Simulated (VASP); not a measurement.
The system is Cl.

```xyz
4
Lattice="3.1252 -1.9101 0.0000 3.1252 1.9101 0.0000 0.0000 0.0000 8.1466" Properties=species:S:1:pos:R:3 pbc="T T T"
Cl    3.1252   -1.4288    4.9602
Cl    3.1252    1.4288    3.1864
Cl    3.1252   -0.4813    0.8869
Cl    3.1252    0.4813    7.2596
```

This cell differs from its parent crystal: uniaxial y strain -4.8%.

Base run:

- Program: VASP 6.6.1
- Functional: PBE
- Potentials or basis: VASP PAW PBE potentials, release 64 (Cl)
- Cutoff: 520 eV
- k mesh: 8 × 8 × 4
- Occupations: fermi-dirac, width 0.02 eV
- Spin: no spin polarisation

Its results: band gap on the k mesh 2.05 eV; pressure 2.7 GPa; largest force 0.061 eV/Å.

Question: The run is repeated on the same cell with these changes: functional from PBE to r2SCAN; occupations from fermi-dirac, width 0.02 eV to gaussian, width 0.01 eV. What comes out?

Answer: Band gap on the k mesh 2.38 eV; pressure 1.1 GPa; largest force 0.228 eV/Å.

Caveats: this functional lacks dispersion, which holds the molecules together, so the pressure and a relaxed volume are unreliable (at least some runs); the PAW data sets were made with another functional, which shifts forces and pressure a little (at least some runs).

A k mesh can miss the band edges.
